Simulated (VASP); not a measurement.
# Mg (Fm-3m) in VASP: notebook

Runs on Mg. Level: LDA. Tasks: single point.

Program: VASP 6.6.1. These are calculated values, not measurements. Logs are shortened: lines on timing, memory, paths and dates and some standing lists are left out, and cuts for length are marked.

## 1. The cell of the first run

Symmetry: Fm-3m, No. 225, cubic system. Conventional cell: a = 3.266 Å, b = 3.266 Å, c = 3.266 Å, α = 90.00°, β = 90.00°, γ = 90.00°. Within 3.1 Å of Mg (site symmetry m-3m) lie 12 Mg at 2.31 Å.

## 2. Single point, LDA (volume scaled by 0.4)

INCAR reads:

```
PREC = Accurate
ENCUT = 520
EDIFF = 1E-6
ISMEAR = -1
SIGMA = 0.05
LREAL = F
LASPH = T
NELM = 80
ALGO = Normal
ISIF = 2
LWAVE = F
LCHARG = F
NBANDS = 7
```

KPOINTS reads:

```
Automatic mesh
0
Gamma
  16 16 16
```

POSCAR reads:

```
Mg
1.0
    0.0000000000      1.6331054116      1.6331054116
    1.6331054116      0.0000000000      1.6331054116
    1.6331054116      1.6331054116      0.0000000000
Mg
1
Direct
    0.0000000000      0.0000000000      0.0000000000
```

Potentials or basis: VASP PAW LDA potentials, release 64 (Mg).

The run is started by

```sh
> cat potpaw_LDA.64/Mg/POTCAR > POTCAR
> mpirun -np 1 vasp_std > vasp.out
```

OUTCAR:

```text
PREC = Accurate
   ENCUT = 520
   EDIFF = 1E-6
   ISMEAR = -1
   LREAL = F
   LASPH = T
   NELM = 80
   ISIF = 2

 ion  position               nearest neighbor table
   1  0.000  0.000  0.000-

  LATTYP: Found a face centered cubic cell.
 ALAT       =     3.2662108232

  Lattice vectors:

 A1 = (   0.0000000000,   1.6331054116,   1.6331054116)
 A2 = (   1.6331054116,   0.0000000000,   1.6331054116)
 A3 = (   1.6331054116,   1.6331054116,   0.0000000000)

Analysis of symmetry for initial positions (statically):
=====================================================================
 Subroutine PRICEL returns:
 Original cell was already a primitive cell.

 Routine SETGRP: Setting up the symmetry group for a
 face centered cubic supercell.

 Subroutine GETGRP returns: Found 48 space group operations
 (whereof 48 operations were pure point group operations)
 out of a pool of 48 trial point group operations.

The static configuration has the point symmetry O_h .

Analysis of symmetry for dynamics (positions and initial velocities):
=====================================================================
 Subroutine PRICEL returns:
 Original cell was already a primitive cell.

 Routine SETGRP: Setting up the symmetry group for a
 face centered cubic supercell.

 Subroutine GETGRP returns: Found 48 space group operations
 (whereof 48 operations were pure point group operations)
 out of a pool of 48 trial point group operations.

The dynamic configuration has the point symmetry O_h .

 Subroutine INISYM returns: Found 48 space group operations
 (whereof 48 operations are pure point group operations),
 and found     1 'primitive' translations

----------------------------------------------------------------------------------------

                                     Primitive cell

  volume of cell :       8.7111

  direct lattice vectors                    reciprocal lattice vectors
     0.000000000  1.633105412  1.633105412    -0.306165172  0.306165172  0.306165172
     1.633105412  0.000000000  1.633105412     0.306165172 -0.306165172  0.306165172
     1.633105412  1.633105412  0.000000000     0.306165172  0.306165172 -0.306165172

  length of vectors
     2.309559822  2.309559822  2.309559822     0.530293634  0.530293634  0.530293634

  position of ions in fractional coordinates (direct lattice)
     0.000000000  0.000000000  0.000000000

  ion indices of the primitive-cell ions
   primitive index   ion index
                 1           1

----------------------------------------------------------------------------------------

 KPOINTS: Automatic mesh

Automatic generation of k-mesh.
 Grid dimensions read from file:
 generate k-points for:   16   16   16

 Generating k-lattice:

  Cartesian coordinates                     Fractional coordinates (reciprocal lattice)
    -0.019135323  0.019135323  0.019135323     0.062500000  0.000000000  0.000000000
     0.019135323 -0.019135323  0.019135323     0.000000000  0.062500000  0.000000000
     0.019135323  0.019135323 -0.019135323     0.000000000  0.000000000  0.062500000

  Length of vectors
     0.033143352  0.033143352  0.033143352

  Shift w.r.t. Gamma in fractional coordinates (k-lattice)
     0.000000000  0.000000000  0.000000000

 Subroutine IBZKPT returns following result:
 ===========================================

 Found    145 irreducible k-points:

 Following reciprocal coordinates:
            Coordinates               Weight
  0.000000  0.000000  0.000000      1.000000
  0.062500  0.000000  0.000000      8.000000
  0.125000  0.000000  0.000000      8.000000
  0.187500  0.000000  0.000000      8.000000
  0.250000  0.000000  0.000000      8.000000
  0.312500  0.000000  0.000000      8.000000
[... 16 lines left out ...]
 -0.125000  0.062500  0.000000     24.000000
 -0.062500  0.062500  0.000000     12.000000
 [... further k-points ...]
   k-points           NKPTS =    145   k-points in BZ     NKDIM =    145   number of bands    NBANDS=      7
   number of dos      NEDOS =    301   number of ions     NIONS =      1
   total plane-waves  NPLWV =   5832
   dimension x,y,z NGX =    18 NGY =   18 NGZ =   18
   dimension x,y,z NGXF=    36 NGYF=   36 NGZF=   36
   ions per type =               1
   NGX,Y,Z   is equivalent  to a cutoff of  12.96, 12.96, 12.96 a.u.
   NGXF,Y,Z  is equivalent  to a cutoff of  25.91, 25.91, 25.91 a.u.
 SYSTEM =  unknown system
   PREC   = accura    normal or accurate (medium, high low for compatibility)
   ISTART =      0    job   : 0-new  1-cont  2-samecut
   ICHARG =      2    charge: 1-file 2-atom 10-const
   ISPIN  =      1    spin polarized calculation?
   LNONCOLLINEAR =      F non collinear calculations
   LSORBIT =      F    spin-orbit coupling
   LASPH  =      T    aspherical Exc in radial PAW
   ENCUT  =  520.0 eV  38.22 Ry    6.18 a.u.   4.29  4.29  4.29*2*pi/ulx,y,z
   NELM   =     80;   NELMIN=  2; NELMDL= -5     # of ELM steps
   EDIFF  = 0.1E-05   stopping-criterion for ELM
   LREAL  =      F    real-space projection
   EDIFFG = 0.1E-04   stopping-criterion for IOM
   NSW    =      0    number of steps for IOM
   IBRION =     -1    ionic relax: 0-MD 1-quasi-New 2-CG
   NFREE  =      0    steps in history (QN), initial steepest desc. (CG)
   ISIF   =      2    stress and relaxation
   ISYM   =      2    0-nonsym 1-usesym 2-fastsym
   POTIM  = 0.5000    time-step for ionic-motion
   TEBEG  =    0.0;   TEEND  =   0.0 temperature during run
   PSTRESS=    0.0 pullay stress
   NELECT =       2.0000    total number of electrons
   NUPDOWN=      -1.0000    fix difference up-down
   EMIN   =  10.00;   EMAX   =-10.00  energy-range for DOS
   EFERMI =   0.00;   METHOD = LEGACY
   ISMEAR =    -1;   SIGMA  =   0.05  broadening in eV -4-tet -1-fermi 0-gaus
   EFERMI_NEDOS =   21; number of points for ismear=-14 and -15
   IALGO  =     38    algorithm
   IMIX   =      4    mixing-type and parameters
     AMIX     =   0.40;   BMIX     =  1.00
     AMIX_MAG =   1.60;   BMIX_MAG =  1.00
  volume/ion in A,a.u.               =       8.71        58.79
  Fermi-wavevector in a.u.,A,eV,Ry     =   1.002445  1.894347 13.672444  1.004896
  Thomas-Fermi vector in A             =   2.134933
   LORBIT       =      0    0 simple, 1 ext, 2 COOP (PROOUT), +10 PAW based schemes
   GGA     = CA    functional components
   LHFCALC =     F    Hartree Fock is set to
   AEXX    =    0.0000 exact exchange contribution
   IVDW    =     0    specifies the selected vdW correction
   LEPSILON=     F    determine dielectric tensor
   LRPA    =     F    only Hartree local field effects (RPA)
 non-spin polarized calculation
  energy-cutoff  :      520.00
  volume of cell :        8.71
 maximum number of plane-waves:       259
 NGX is ok and might be reduce to    18
   NGX =  9   NGY =  9   NGZ =  9

 number of electron       2.0000000 magnetization

 Free energy of the ion-electron system (eV)
  ---------------------------------------------------
  ext. energy  EPLUGINS =         0.00000000
  ---------------------------------------------------
  free energy    TOTEN  =         2.23851066 eV

  energy without entropy =        2.24033006  energy(sigma->0) =        2.23942036

 E-fermi :  10.3030     XC(G=0): -12.4404

 val. band max:       10.3027647437   @ k =   0.5000   0.1250   0.0000
 cond. band min:      10.4829627319   @ k =  -0.3750   0.2500   0.1250
 fundamental gap:      0.1801979882
 Fermi energy:        10.3029813417

 k-point     1 :       0.0000    0.0000    0.0000
  band No.  band energies     occupation
      1      -1.6614      2.00000
      2      29.7631      0.00000
      3      29.7631      0.00000
      4      29.7631      0.00000
      5      34.1865      0.00000
      6      39.1192      0.00000
      7      39.1192      0.00000

 k-point     2 :       0.0625    0.0000    0.0000
  band No.  band energies     occupation
      1      -1.4916      2.00000
      2      27.8674      0.00000
      3      29.7408      0.00000
      4      29.7408      0.00000
      5      35.5054      0.00000
      6      38.3864      0.00000
      7      38.3864      0.00000

 k-point     3 :       0.1250    0.0000    0.0000
  band No.  band energies     occupation
      1      -0.9868      2.00000
      2      24.7347      0.00000
      3      29.6406      0.00000
      4      29.6406      0.00000
      5      35.5884      0.00000
      6      37.3149      0.00000
      7      37.3149      0.00000

 k-point     4 :       0.1875    0.0000    0.0000
  band No.  band energies     occupation
      1      -0.1614      2.00000
      2      21.5448      0.00000
      3      29.3938      0.00000
      4      29.3938      0.00000
      5      34.5506      0.00000
      6      36.5343      0.00000
      7      36.5343      0.00000

 k-point     5 :       0.2500    0.0000    0.0000
  band No.  band energies     occupation
      1       0.9627      2.00000
      2      18.4863      0.00000
      3      28.9808      0.00000
      4      28.9808      0.00000
      5      33.5917      0.00000
      6      36.1575      0.00000
      7      36.1575      0.00000
[... 161 lines left out ...]
 k-point    22 :      -0.1875    0.0625    0.0000
  band No.  band energies     occupation
      1       0.3246      2.00000
      2      20.5095      0.00000
      3      27.0738      0.00000
      4      30.4047      0.00000
      5      34.3921      0.00000
      6      35.3228      0.00000
      7      37.8066      0.00000

 k-point    23 :      -0.1250    0.0625    0.0000
  band No.  band energies     occupation
      1      -0.5993      2.00000
      2      23.5128      0.00000
      3      27.7671      0.00000
      4      30.5307      0.00000
      5      35.0795      0.00000
      6      36.1766      0.00000
      7      37.9296      0.00000

 k-point    24 :      -0.0625    0.0625    0.0000
  band No.  band energies     occupation
      1      -1.2103      2.00000
      2      26.2375      0.00000
      3      28.6814      0.00000
      4      30.1977      0.00000
      5      36.5474      0.00000
      6      36.7211      0.00000
      7      37.4535      0.00000

 [... further k-points ...]

------------------------ aborting loop because EDIFF is reached ----------------------------------------

  FORCE on cell =-STRESS in cart. coord.  units (eV):
  Direction    XX          YY          ZZ          XY          YZ          ZX
  --------------------------------------------------------------------------------------
  -------------------------------------------------------------------------------------
  Total       11.5136975     11.5136975     11.5136975     -0.0000000     -0.0000000     -0.0000000
  in kB     2117.6430095   2117.6430095   2117.6430095     -0.0000000     -0.0000000     -0.0000000
  external PRESSURE =    2117.6430095 kB  Pullay stress =       0.0000000 kB

 VOLUME and BASIS-vectors are now :
 -----------------------------------------------------------------------------
  energy-cutoff  :      520.00
  volume of cell :        8.71
      direct lattice vectors                 reciprocal lattice vectors
     0.000000000  1.633105412  1.633105412    -0.306165172  0.306165172  0.306165172
     1.633105412  0.000000000  1.633105412     0.306165172 -0.306165172  0.306165172
     1.633105412  1.633105412  0.000000000     0.306165172  0.306165172 -0.306165172

 POSITION                                       TOTAL-FORCE (eV/Angst)
 -----------------------------------------------------------------------------------
      0.00000      0.00000      0.00000        -0.000000      0.000000      0.000000
 -----------------------------------------------------------------------------------
    total drift:                                0.000000     -0.000000     -0.000000

  FREE ENERGIE OF THE ION-ELECTRON SYSTEM (eV)
  ---------------------------------------------------
  free  energy   TOTEN  =         2.2385106578 eV

  energy  without entropy=        2.2403300576  energy(sigma->0) =        2.23942036
```

It took 12 s on 1 thread of Intel Xeon 8259CL, shared host; peak memory 0.12 GiB.

Results:

- Free energy: 2.2385 eV
- Pressure: 211.8 GPa
- Band gap on the k mesh: zero (band 1 reaches 11.71 eV, above the bottom of band 2 at 8.94 eV)

Levels at points of the mesh, in eV from the Fermi level:
| k point | band 1 | band 2 | band 3 | band 4 | band 5 |
| --- | --- | --- | --- | --- | --- |
| (0.00, 0.00, 0.00) | -11.96 | 19.46 | 19.46 | 19.46 | 23.88 |
| (0.50, 0.00, 0.00) | -3.12 | -1.36 | 17.31 | 17.31 | 21.87 |
| (0.50, 0.50, 0.00) | 0.27 | 0.29 | 7.41 | 14.47 | 14.47 |

## 3. Single point, LDA (volume scaled by 0.4)

INCAR reads:

```
SYSTEM = Mg
PREC = Accurate
ENCUT = 520
EDIFF = 1E-6
ISMEAR = -1
SIGMA = 0.05
LREAL = .FALSE.
LASPH = .TRUE.
NELM = 80
ALGO = Normal
ISIF = 2
LWAVE = .FALSE.
LCHARG = .FALSE.
NBANDS = 7
```

KPOINTS reads:

```
Automatic mesh
0
G
  16 16 16
  0 0 0
```

POSCAR is that of step 2.

Potentials or basis: VASP PAW LDA potentials, release 64 (Mg).

The run is started by

```sh
> cat potpaw_LDA.64/Mg/POTCAR > POTCAR
> mpirun -np 1 vasp_std > vasp.out
```

Run time: 14 s. Hardware: 1 thread of Intel Xeon 8259CL, shared host; peak memory 0.12 GiB.

It converged, with:

```
Free energy            : 2.2385 eV
Pressure               : 211.8 GPa
Band gap on the k mesh : zero (band 1 reaches 11.71 eV, above the bottom of band 2 at 8.94 eV)
```

Levels at points of the mesh, in eV from the Fermi level:
| k point | band 1 | band 2 | band 3 | band 4 | band 5 |
| --- | --- | --- | --- | --- | --- |
| (0.00, 0.00, 0.00) | -11.96 | 19.46 | 19.46 | 19.46 | 23.88 |
| (0.50, 0.00, 0.00) | -3.12 | -1.36 | 17.31 | 17.31 | 21.87 |
| (0.50, 0.50, 0.00) | 0.27 | 0.29 | 7.41 | 14.47 | 14.47 |
